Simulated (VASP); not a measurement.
Input of a VASP 6.6.1 run:

INCAR

```
PREC = Accurate
ENCUT = 520
EDIFF = 1E-7
ISMEAR = 0
SIGMA = 0.1
LREAL = False
LASPH = True
NELM = 80
ALGO = Normal
ISIF = 2
LWAVE = False
LCHARG = False
GGA = PE
NBANDS = 13
```

KPOINTS

```
regular mesh
0
Gamma
  6 6 6
```

File POSCAR:

```
C
1.0
    2.5307314500      0.0000000000      0.0000000000
    0.0000000000      2.5307314500      0.0000000000
    0.0000000000      0.0000000000      3.0977972400
C
3
Direct
    0.0000000000      0.0000000000      0.4621215600
    0.0000000000      0.5000000000      0.9661566800
    0.5000000000      0.0000000000      0.9661566800
```

Potentials or basis: VASP PAW PBE potentials, release 64 (C).

Launch:

```console
$ cat potpaw_PBE.64/C/POTCAR > POTCAR
$ mpirun -np 1 vasp_std > vasp.out
```

Task: Predict the band gap on the k mesh.

Result: Zero (band 6 reaches 10.98 eV, above the bottom of band 7 at 2.13 eV).

Task: Estimate the largest force.

Result: 0.275 eV/Å.

Task: Estimate the pressure.

Result: -8.0 GPa.

Forces on the atoms (eV/Å):
```
C    0.000  0.000 -0.275
C    0.000  0.000  0.137
C    0.000  0.000  0.137
```

Caveat: the k points lie up to 0.41 Å⁻¹ apart.
